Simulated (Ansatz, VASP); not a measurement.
One calculation of AlP, two programs

The input INCAR:

```
SYSTEM = AlP
  ALGO = Normal
  EDIFF = 1E-6
  ENCUT = 500
  GGA_COMPAT = .False.
  ISIF = 2
  ISMEAR = 0
  LASPH = .True.
  LCHARG = .False.
  LREAL = .False.
  LWAVE = .False.
  NBANDS = 11
  NELM = 120
  PREC = Accurate
  SIGMA = 0.01
```

Contents of KPOINTS:

```
k-points
0
Gamma
  8 8 8
  0 0 0
```

File POSCAR:

```
AlP
1.0
    0.0000000000      2.7169259382      2.7033413086
    2.7169259382      0.0000000000      2.7033413086
    2.7169259382      2.7169259382      0.0000000000
Al P
1 1
Direct
    0.0000000000      0.0000000000      0.0000000000
    0.7500000000      0.7500000000      0.7500000000
```

Input for Ansatz:

```yaml
crystal:
  lattice:
    - [0.0, 2.71692593824, 2.70334130855]
    - [2.71692593824, 0.0, 2.70334130855]
    - [2.71692593824, 2.71692593824, 0.0]
  atoms:
    - { symbol: Al, position: [0.0, 0.0, 0.0] }
    - { symbol: P, position: [0.75, 0.75, 0.75] }
kpoints:
  mp_grid: { grid: [8, 8, 8] }
scf:
  occupations: { method: fixed }
  convergence: { dr2_threshold: 1.0e-10 }
hamiltonian:
  xc: lda
  pseudopotentials: { kind: paw }
output:
  forces: true
  stress: true
  eigenstates:
    kpoints:
      - [0.0, 0.0, 0.0]
      - [0.0, -0.5, -0.5]
      - [-0.5, 0.0, -0.5]
      - [-0.5, -0.5, 0.0]
      - [0.0, 0.5, 0.0]
      - [0.5, 0.0, 0.0]
      - [0.0, 0.0, 0.5]
      - [0.5, 0.5, 0.5]
  eigenvalues: true
```

Change from the starting cell: z stretched by -0.5 %, x and y held, PAW files.

Alike in both runs: task single point; functional LDA; k mesh 8 × 8 × 8; no spin polarisation.

```csv
,VASP,Ansatz
version,VASP 6.6.1,Ansatz 0.2.0
potentials or method,"VASP PAW LDA potentials, release 64 (Al, P)","PAW with Ansatz's default frozen-core files, scalar-relativistic"
plane-wave cutoff (eV),500,420
occupations,"gaussian, width 0.01 eV",fixed
valence electrons in the cell,8,8
```

```tsv
	VASP	Ansatz	Ansatz less VASP
gap on the k mesh at the Fermi level (eV)	1.37	1.38	+0.006
pressure (GPa)	0.5	0.5	-0.05
traceless stress, the component that is largest in VASP (GPa)	0.21	0.21	0.000
```

LDA's correlation is that of Perdew and Zunger in VASP and of Perdew and Wang (1992) in Ansatz.
